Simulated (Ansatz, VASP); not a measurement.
Ir in VASP and in Ansatz

Contents of POSCAR:

```
Ir
1.0
    0.0000000000      1.8844861695      1.8844861695
    1.8844861695      0.0000000000      1.8844861695
    1.8844861695      1.8844861695      0.0000000000
Ir
1
Direct
    0.0000000000      0.0000000000      0.0000000000
```

INCAR.step1

```
ALGO     = Normal         # electronic algorithm
EDIFF    = 1E-5           # SCF threshold, eV
ENCUT    = 550            # plane-wave cutoff, eV
GGA      = PE             # functional
GGA_COMPAT= False        
ISMEAR   = 0              # smearing method
LASPH    = True           # aspherical terms in the spheres
LCHARG   = False          # write CHGCAR
LREAL    = False          # projectors in reciprocal space
LWAVE    = True           # write WAVECAR
NBANDS   = 14             # bands
NELM     = 120            # most SCF steps
PREC     = Accurate       # precision mode
SIGMA    = 0.1            # smearing width, eV
```

INCAR.step2

```
ALGO     = Normal         # electronic algorithm
EDIFF    = 1E-6           # SCF threshold, eV
ENCUT    = 550            # plane-wave cutoff, eV
GGA_COMPAT= False        
ISIF     = 2              # what is computed and relaxed
ISMEAR   = 0              # smearing method
ISTART   = 1            
LASPH    = True           # aspherical terms in the spheres
LCHARG   = False          # write CHGCAR
LMIXTAU  = True         
LREAL    = False          # projectors in reciprocal space
LWAVE    = False          # write WAVECAR
METAGGA  = R2SCAN         # meta-GGA
NBANDS   = 14             # bands
NELM     = 120            # most SCF steps
PREC     = Accurate       # precision mode
SIGMA    = 0.1            # smearing width, eV
```

KPOINTS

```
k-points
0
Gamma
  8 8 8
```

Input for Ansatz:

```yaml
crystal:
  lattice:
    - [0.0, 1.8844861695, 1.8844861695]
    - [1.8844861695, 0.0, 1.8844861695]
    - [1.8844861695, 1.8844861695, 0.0]
  atoms:
    - { symbol: Ir, position: [0.0, 0.0, 0.0] }
basis:
  ecutwfc: 500
kpoints:
  mp_grid: { grid: [8, 8, 8] }
hamiltonian:
  xc: r2scan
scf:
  occupations: { method: gaussian, width: 0.1 }
output:
  forces: true
  stress: true
  eigenvalues: true
```

Alike in both runs: task single point; functional r2SCAN; k mesh 8 × 8 × 8; occupations gaussian, width 0.1 eV; no spin polarisation.

```csv
,VASP,Ansatz
version,VASP 6.6.1,Ansatz 0.2.0
potentials or method,"VASP PAW PBE potentials, release 64 (Ir_sv_GW), cutoff 550 eV","scalar-relativistic, plane waves, PAW"
valence electrons in the cell,17,17
```

```tsv
	VASP	Ansatz	Ansatz less VASP
gap on the k mesh at the Fermi level (eV)	none	none	-
pressure (GPa)	25.3	27.7	+2.38
```

VASP's potentials were made for PBE, not for r2SCAN. A gap of «none» marks a metal or a gap that the smearing closes.

The k mesh is coarse, so the values compare programs but aren't converged. Neither program's run includes spin-orbit coupling.
